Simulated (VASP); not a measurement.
# CeO2 (Fm-3m) in VASP: notebook

Aim: see how the results for CeO2 move with the level of theory and the settings. Levels: LDA, r2SCAN, PBEsol. Tasks: single point.

All numbers are computed with VASP 6.6.1; they aren't measurements. Logs are shortened: lines on timing, memory, paths and dates and some standing lists are left out, and cuts for length are marked.

**1. The cell of the first run**

Symmetry: Fm-3m, No. 225, cubic system. Conventional cell: a = 5.513 Å, b = 5.513 Å, c = 5.513 Å, α = 90.00°, β = 90.00°, γ = 90.00°. Ce (site symmetry m-3m) has 8 O at 2.39 Å within 3.2 Å. Within 3.2 Å of O (site symmetry -43m) lie 4 Ce at 2.39 Å and 6 O at 2.76 Å.

**2. Single point, LDA, collinear spin, ferromagnetic start**

Input file INCAR:

```
ALGO = Normal
EDIFF = 1E-6
ENCUT = 520
ISIF = 2
ISMEAR = -1
ISPIN = 2
LASPH = T
LCHARG = F
LMAXMIX = 6
LORBIT = 11
LREAL = F
LWAVE = F
MAGMOM = 1 0 0
NBANDS = 23
NELM = 150
PREC = Accurate
SIGMA = 0.05
```

Input file KPOINTS:

```
k-points
0
Gamma
  9 9 9
```

Input file POSCAR:

```
CeO2
1.0
    0.0000000000      2.7566762073      2.7566762073
    2.7566762073      0.0000000000      2.7566762073
    2.7566762073      2.7566762073      0.0000000000
Ce O
1 2
Direct
    0.0000000000      0.0000000000      0.0000000000
    0.7500000000      0.7500000000      0.7500000000
    0.2500000000      0.2500000000      0.2500000000
```

Potentials or basis: VASP PAW LDA potentials, release 64 (Ce, O).

Command:

```sh
> cat potpaw_LDA.64/Ce/POTCAR potpaw_LDA.64/O/POTCAR > POTCAR
> mpirun -np 1 vasp_std > vasp.out
```

OUTCAR:

```text
EDIFF = 1E-6
   ENCUT = 520
   ISIF = 2
   ISMEAR = -1
   ISPIN = 2
   LASPH = T
   LORBIT = 11
   LREAL = F
   NELM = 150
   PREC = Accurate

 ion  position               nearest neighbor table
   1  0.000  0.000  0.000-   2 2.39   2 2.39   2 2.39   2 2.39   3 2.39   3 2.39   3 2.39   3 2.39

   2  0.750  0.750  0.750-   1 2.39   1 2.39   1 2.39   1 2.39
   3  0.250  0.250  0.250-   1 2.39   1 2.39   1 2.39   1 2.39

  LATTYP: Found a face centered cubic cell.
 ALAT       =     5.5133524146

  Lattice vectors:

 A1 = (   0.0000000000,   2.7566762073,   2.7566762073)
 A2 = (   2.7566762073,   0.0000000000,   2.7566762073)
 A3 = (   2.7566762073,   2.7566762073,   0.0000000000)

Analysis of symmetry for initial positions (statically):
=====================================================================
 Subroutine PRICEL returns:
 Original cell was already a primitive cell.

 Routine SETGRP: Setting up the symmetry group for a
 face centered cubic supercell.

 Subroutine GETGRP returns: Found 48 space group operations
 (whereof 48 operations were pure point group operations)
 out of a pool of 48 trial point group operations.

The static configuration has the point symmetry O_h .

Analysis of symmetry for dynamics (positions and initial velocities):
=====================================================================
 Subroutine PRICEL returns:
 Original cell was already a primitive cell.

 Routine SETGRP: Setting up the symmetry group for a
 face centered cubic supercell.

 Subroutine GETGRP returns: Found 48 space group operations
 (whereof 48 operations were pure point group operations)
 out of a pool of 48 trial point group operations.

The dynamic configuration has the point symmetry O_h .

Analysis of structural, dynamic, and magnetic symmetry:
=====================================================================
 Subroutine PRICEL returns:
 Original cell was already a primitive cell.

 Routine SETGRP: Setting up the symmetry group for a
 face centered cubic supercell.

 Subroutine GETGRP returns: Found 48 space group operations
 (whereof 48 operations were pure point group operations)
 out of a pool of 48 trial point group operations.

The overall configuration has the point symmetry O_h .

 Subroutine INISYM returns: Found 48 space group operations
 (whereof 48 operations are pure point group operations),
 and found     1 'primitive' translations

----------------------------------------------------------------------------------------

                                     Primitive cell

  volume of cell :      41.8974

  direct lattice vectors                    reciprocal lattice vectors
     0.000000000  2.756676207  2.756676207    -0.181377849  0.181377849  0.181377849
     2.756676207  0.000000000  2.756676207     0.181377849 -0.181377849  0.181377849
     2.756676207  2.756676207  0.000000000     0.181377849  0.181377849 -0.181377849

  length of vectors
     3.898528879  3.898528879  3.898528879     0.314155649  0.314155649  0.314155649

  position of ions in fractional coordinates (direct lattice)
     0.000000000  0.000000000  0.000000000
     0.750000000  0.750000000  0.750000000
     0.250000000  0.250000000  0.250000000

  ion indices of the primitive-cell ions
   primitive index   ion index
                 1           1
                 2           2
                 3           3

----------------------------------------------------------------------------------------

 KPOINTS: k-points

Automatic generation of k-mesh.
 Grid dimensions read from file:
 generate k-points for:    9    9    9

 Generating k-lattice:

  Cartesian coordinates                     Fractional coordinates (reciprocal lattice)
    -0.020153094  0.020153094  0.020153094     0.111111111  0.000000000  0.000000000
     0.020153094 -0.020153094  0.020153094     0.000000000  0.111111111  0.000000000
     0.020153094  0.020153094 -0.020153094     0.000000000  0.000000000  0.111111111

  Length of vectors
     0.034906183  0.034906183  0.034906183

  Shift w.r.t. Gamma in fractional coordinates (k-lattice)
     0.000000000  0.000000000  0.000000000

 Subroutine IBZKPT returns following result:
 ===========================================

 Found     35 irreducible k-points:

 Following reciprocal coordinates:
            Coordinates               Weight
  0.000000  0.000000  0.000000      1.000000
  0.111111  0.000000  0.000000      8.000000
  0.222222  0.000000  0.000000      8.000000
  0.333333  0.000000  0.000000      8.000000
  0.444444  0.000000  0.000000      8.000000
  0.111111  0.111111  0.000000      6.000000
[... 16 lines left out ...]
 -0.333333  0.333333  0.000000     12.000000
  0.444444  0.444444  0.000000      6.000000
 [... further k-points ...]
   k-points           NKPTS =     35   k-points in BZ     NKDIM =     35   number of bands    NBANDS=     23
   number of dos      NEDOS =    301   number of ions     NIONS =      3
   total plane-waves  NPLWV =  27000
   dimension x,y,z NGX =    30 NGY =   30 NGZ =   30
   dimension x,y,z NGXF=    60 NGYF=   60 NGZF=   60
   ions per type =               1   2
   NGX,Y,Z   is equivalent  to a cutoff of  12.79, 12.79, 12.79 a.u.
   NGXF,Y,Z  is equivalent  to a cutoff of  25.59, 25.59, 25.59 a.u.
 SYSTEM =  unknown system
   PREC   = accura    normal or accurate (medium, high low for compatibility)
   ISTART =      0    job   : 0-new  1-cont  2-samecut
   ICHARG =      2    charge: 1-file 2-atom 10-const
   ISPIN  =      2    spin polarized calculation?
   LNONCOLLINEAR =      F non collinear calculations
   LSORBIT =      F    spin-orbit coupling
   LASPH  =      T    aspherical Exc in radial PAW
   ENCUT  =  520.0 eV  38.22 Ry    6.18 a.u.   7.25  7.25  7.25*2*pi/ulx,y,z
   NELM   =    150;   NELMIN=  2; NELMDL= -5     # of ELM steps
   EDIFF  = 0.1E-05   stopping-criterion for ELM
   LREAL  =      F    real-space projection
   EDIFFG = 0.1E-04   stopping-criterion for IOM
   NSW    =      0    number of steps for IOM
   IBRION =     -1    ionic relax: 0-MD 1-quasi-New 2-CG
   NFREE  =      0    steps in history (QN), initial steepest desc. (CG)
   ISIF   =      2    stress and relaxation
   ISYM   =      2    0-nonsym 1-usesym 2-fastsym
   POTIM  = 0.5000    time-step for ionic-motion
   TEBEG  =    0.0;   TEEND  =   0.0 temperature during run
   PSTRESS=    0.0 pullay stress
   NELECT =      24.0000    total number of electrons
   NUPDOWN=      -1.0000    fix difference up-down
   EMIN   =  10.00;   EMAX   =-10.00  energy-range for DOS
   EFERMI =   0.00;   METHOD = LEGACY
   ISMEAR =    -1;   SIGMA  =   0.05  broadening in eV -4-tet -1-fermi 0-gaus
   EFERMI_NEDOS =   21; number of points for ismear=-14 and -15
   IALGO  =     38    algorithm
   IMIX   =      4    mixing-type and parameters
     AMIX     =   0.40;   BMIX     =  1.00
     AMIX_MAG =   1.60;   BMIX_MAG =  1.00
  volume/ion in A,a.u.               =      13.97        94.25
  Fermi-wavevector in a.u.,A,eV,Ry     =   1.359616  2.569301 25.151114  1.848555
  Thomas-Fermi vector in A             =   2.486348
   LORBIT       =     11    0 simple, 1 ext, 2 COOP (PROOUT), +10 PAW based schemes
   GGA     = CA    functional components
   LHFCALC =     F    Hartree Fock is set to
   AEXX    =    0.0000 exact exchange contribution
   IVDW    =     0    specifies the selected vdW correction
   LEPSILON=     F    determine dielectric tensor
   LRPA    =     F    only Hartree local field effects (RPA)
 spin polarized calculation
  energy-cutoff  :      520.00
  volume of cell :       41.90
 maximum number of plane-waves:      1147
 NGX is ok and might be reduce to    30
   NGX = 15   NGY = 15   NGZ = 15

 number of electron      23.9999994 magnetization       0.0000403

 number of electron      23.9999994 magnetization      -0.0000249

 Free energy of the ion-electron system (eV)
  ---------------------------------------------------
  ext. energy  EPLUGINS =         0.00000000
  ---------------------------------------------------
  free energy    TOTEN  =       -28.70020638 eV

  energy without entropy =      -28.70020637  energy(sigma->0) =      -28.70020637

 E-fermi :   5.2007     XC(G=0): -11.5227

 val. band max:        4.3398233110   @ k =  -0.3333   0.2222   0.0000
 cond. band min:       6.1226816589   @ k =  -0.4444   0.1111   0.0000
 fundamental gap:      1.7828583479
 Fermi energy:         5.2006621949

 spin component 1

 k-point     1 :       0.0000    0.0000    0.0000
  band No.  band energies     occupation
      1     -27.8730      1.00000
      2     -11.5024      1.00000
      3     -10.5059      1.00000
      4     -10.1499      1.00000
      5     -10.1499      1.00000
      6     -10.1499      1.00000
[... 15 lines left out ...]
     22      10.8750      0.00000
     23      16.1261      0.00000

 k-point     2 :       0.1111    0.0000    0.0000
  band No.  band energies     occupation
      1     -27.8540      1.00000
      2     -11.9527      1.00000
      3     -10.6035      1.00000
      4     -10.1752      1.00000
      5     -10.1752      1.00000
      6      -9.6681      1.00000
[... 15 lines left out ...]
     22      11.2477      0.00000
     23      15.7899      0.00000

 k-point     3 :       0.2222    0.0000    0.0000
  band No.  band energies     occupation
      1     -27.8051      1.00000
      2     -12.6394      1.00000
      3     -10.8551      1.00000
      4     -10.2379      1.00000
      5     -10.2379      1.00000
      6      -8.8711      1.00000
[... 15 lines left out ...]
     22      11.9602      0.00000
     23      15.2021      0.00000
[... 495 lines left out ...]
 k-point    23 :      -0.3333    0.3333    0.0000
  band No.  band energies     occupation
      1     -27.6640      1.00000
      2     -13.1575      1.00000
      3     -12.8490      1.00000
      4     -10.5029      1.00000
      5      -8.8586      1.00000
      6      -8.1258      1.00000
[... 15 lines left out ...]
     22      13.0363      0.00000
     23      13.5985      0.00000

 k-point    24 :       0.4444    0.4444    0.0000
  band No.  band energies     occupation
      1     -27.6570      1.00000
      2     -13.7954      1.00000
      3     -11.1939      1.00000
      4     -10.6523      1.00000
      5     -10.6523      1.00000
      6      -7.1979      1.00000
[... 15 lines left out ...]
     22      12.4857      0.00000
     23      14.5928      0.00000

 [... further k-points ...]

 spin component 2

 k-point     1 :       0.0000    0.0000    0.0000
  band No.  band energies     occupation
      1     -27.8730      1.00000
      2     -11.5024      1.00000
      3     -10.5059      1.00000
      4     -10.1499      1.00000
      5     -10.1499      1.00000
      6     -10.1499      1.00000
[... 15 lines left out ...]
     22      10.8750      0.00000
     23      16.1261      0.00000

 k-point     2 :       0.1111    0.0000    0.0000
  band No.  band energies     occupation
      1     -27.8540      1.00000
      2     -11.9528      1.00000
      3     -10.6035      1.00000
      4     -10.1752      1.00000
      5     -10.1752      1.00000
      6      -9.6681      1.00000
[... 15 lines left out ...]
     22      11.2477      0.00000
     23      15.7899      0.00000

 k-point     3 :       0.2222    0.0000    0.0000
  band No.  band energies     occupation
      1     -27.8051      1.00000
      2     -12.6394      1.00000
      3     -10.8551      1.00000
      4     -10.2379      1.00000
      5     -10.2379      1.00000
      6      -8.8711      1.00000
[... 15 lines left out ...]
     22      11.9602      0.00000
     23      15.2021      0.00000
[... 495 lines left out ...]
 k-point    23 :      -0.3333    0.3333    0.0000
  band No.  band energies     occupation
      1     -27.6640      1.00000
      2     -13.1575      1.00000
      3     -12.8490      1.00000
      4     -10.5029      1.00000
      5      -8.8586      1.00000
      6      -8.1258      1.00000
[... 15 lines left out ...]
     22      13.0363      0.00000
     23      13.5985      0.00000

 k-point    24 :       0.4444    0.4444    0.0000
  band No.  band energies     occupation
      1     -27.6570      1.00000
      2     -13.7954      1.00000
      3     -11.1939      1.00000
      4     -10.6523      1.00000
      5     -10.6523      1.00000
      6      -7.1979      1.00000
[... 15 lines left out ...]
     22      12.4857      0.00000
     23      14.5928      0.00000

 [... further k-points ...]
[... 5 lines left out ...]
  --------------------------------------------------------------------------------------
  -------------------------------------------------------------------------------------
  Total       -3.7243840     -3.7243840     -3.7243840      0.0000000      0.0000000     -0.0000000
  in kB     -142.4222237   -142.4222237   -142.4222237      0.0000000      0.0000000     -0.0000000
  external PRESSURE =    -142.4222237 kB  Pullay stress =       0.0000000 kB

 VOLUME and BASIS-vectors are now :
 -----------------------------------------------------------------------------
  energy-cutoff  :      520.00
  volume of cell :       41.90
      direct lattice vectors                 reciprocal lattice vectors
     0.000000000  2.756676207  2.756676207    -0.181377849  0.181377849  0.181377849
     2.756676207  0.000000000  2.756676207     0.181377849 -0.181377849  0.181377849
     2.756676207  2.756676207  0.000000000     0.181377849  0.181377849 -0.181377849

 POSITION                                       TOTAL-FORCE (eV/Angst)
 -----------------------------------------------------------------------------------
      0.00000      0.00000      0.00000        -0.000000      0.000000      0.000000
      4.13501      4.13501      4.13501        -0.000000     -0.000000     -0.000000
      1.37834      1.37834      1.37834         0.000000      0.000000      0.000000
 -----------------------------------------------------------------------------------
    total drift:                                0.000000     -0.000000      0.000000

  FREE ENERGIE OF THE ION-ELECTRON SYSTEM (eV)
  ---------------------------------------------------
  free  energy   TOTEN  =       -28.7002063801 eV

  energy  without entropy=      -28.7002063660  energy(sigma->0) =      -28.70020637

 total charge

# of ion       s       p       d       f       tot
--------------------------------------------------
    1        2.017   5.790   0.827   0.961   9.595
    2        1.563   3.394   0.000   0.000   4.957
    3        1.563   3.394   0.000   0.000   4.957
--------------------------------------------------
tot          5.143  12.578   0.827   0.961  19.509

 magnetization (x)

# of ion       s       p       d       f       tot
--------------------------------------------------
    1       -0.000  -0.000   0.000   0.000   0.000
    2       -0.000  -0.000   0.000   0.000  -0.000
    3       -0.000  -0.000   0.000   0.000  -0.000
--------------------------------------------------
tot         -0.000  -0.000   0.000   0.000  -0.000
```

It took 1.8 min on 1 thread of AMD EPYC 9R45 (Zen 5), shared host; peak memory 0.18 GiB.

What came out:

```
Free energy                                           : -28.7002 eV
Pressure                                              : -14.2 GPa
Band gap on the k mesh                                : 1.78 eV (least direct gap 1.83 eV)
Net moment                                            : 0.00 μB per cell
Valence electrons inside the program's atomic spheres : Ce 9.60; O 4.96
```

Caveat: the magnetic or orbital state may not be the lowest; the cell stands under tension; the moments typed at the start vanished in this run; spin-orbit coupling is left out, which moves the levels of the heavy elements; an odd mesh through Γ misses points on the zone boundary, where band edges can lie. As with any semilocal functional, this LDA gap is likely too small.

[end of part 1 of 2]
